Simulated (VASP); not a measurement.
Set up this calculation in VASP 6.6.1, as the native input.

- Task: single point
- Functional: PBEsol
- Potentials or basis: VASP PAW PBE potentials, release 64 (Si, Ge_d)
- Cutoff: 520 eV
- k mesh: 12 × 12 × 6
- Occupations: gaussian, width 0.03 eV
- Spin: no spin polarisation
- Dipole correction: no
- Further INCAR settings: ALGO = Normal; EDIFF = 1e-06; NBANDS = 26

The structure of SiGe lies in POSCAR:

```
SiGe
1.0
    4.2059426616      0.0000000000      0.0000000000
   -2.1029713308      3.6424531918      0.0000000000
    0.0000000000      0.0000000000      5.5591162692
Si Ge
2 2
Direct
    0.6666666667      0.3333333333      0.8746070000
    0.3333333333      0.6666666667      0.3746070000
    0.6666666667      0.3333333333      0.5003920000
    0.3333333333      0.6666666667      0.0003920000
```

This cell differs from its parent crystal: ratio of the length along z to the lengths across it x 0.8, volume and fractional coordinates fixed.

These files were run (other wordings do the same):

INCAR

```
SYSTEM = SiGe
ALGO = Normal
EDIFF = 1E-6
ENCUT = 520
GGA = PS
ISIF = 2
ISMEAR = 0
LASPH = .True.
LCHARG = .False.
LREAL = .False.
LWAVE = .False.
NBANDS = 26
NELM = 60
PREC = Accurate
SIGMA = 0.03
```

KPOINTS

```
k-points
0
Gamma
  12 12 6
  0 0 0
```

Potentials or basis: VASP PAW PBE potentials, release 64 (Si, Ge_d).

The run is started by

```bash
$ cat potpaw_PBE.64/Si/POTCAR potpaw_PBE.64/Ge_d/POTCAR > POTCAR
$ mpirun -np 1 vasp_std > vasp.out
```

Results of the run:

```json
{
  "Pressure": "7.5 GPa",
  "Largest force": "4.396 eV/Å",
  "Band gap on the k mesh": "zero (band 18 reaches 5.83 eV, above the bottom of band 19 at 4.65 eV)"
}
```

Caveat: the PAW data sets were made with another functional, which shifts forces and pressure a little.

Run time: 90 s on 1 thread of Intel(R) Xeon(R) Platinum 8124M CPU @ 3.00GHz (Skylake/Cascade Lake), with other jobs on the host, peak memory 0.29 GiB.
